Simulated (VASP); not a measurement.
C: single point with RPBE

The system is C.

```
C
1.0
     0.00000    1.79431    1.79431
     1.79431    0.00000    1.79431
     1.79431    1.79431    0.00000
C
2
Direct
  0.87500 0.87500 0.87500
  0.12500 0.12500 0.12500
```

- Program: VASP 6.6.1
- Task: single point
- Functional: RPBE
- Potentials or basis: VASP PAW PBE potentials, release 64 (C)
- Cutoff: 520 eV
- k mesh: 14 × 14 × 14
- Occupations: fermi-dirac, width 0.02 eV
- Spin: no spin polarisation
- Dipole correction: no
- Further INCAR settings: ALGO = Normal; EDIFF = 1e-07; NBANDS = 11

```json
{"Pressure": "0.5 GPa", "Band gap on the k mesh": "4.09 eV (least direct gap 5.54 eV)"}
```

Levels at points of the mesh, in eV from the valence-band top:
```csv
k point,band 2,band 3,band 4,band 5,band 6,band 7
"(0.00, 0.00, 0.00)",0.00,0.00,0.00,5.54,5.54,5.54
"(0.50, 0.00, 0.00)",-13.20,-2.76,-2.76,8.39,8.39,8.55
"(0.50, 0.50, 0.00)",-12.71,-6.20,-6.20,4.72,4.72,16.62
```

It took 18 s on 1 thread of Intel Xeon 8259CL, with other jobs on the host, peak memory 0.12 GiB.

Caveat: the PAW data sets were made with another functional, which shifts forces and pressure a little. A k mesh can miss the band edges.
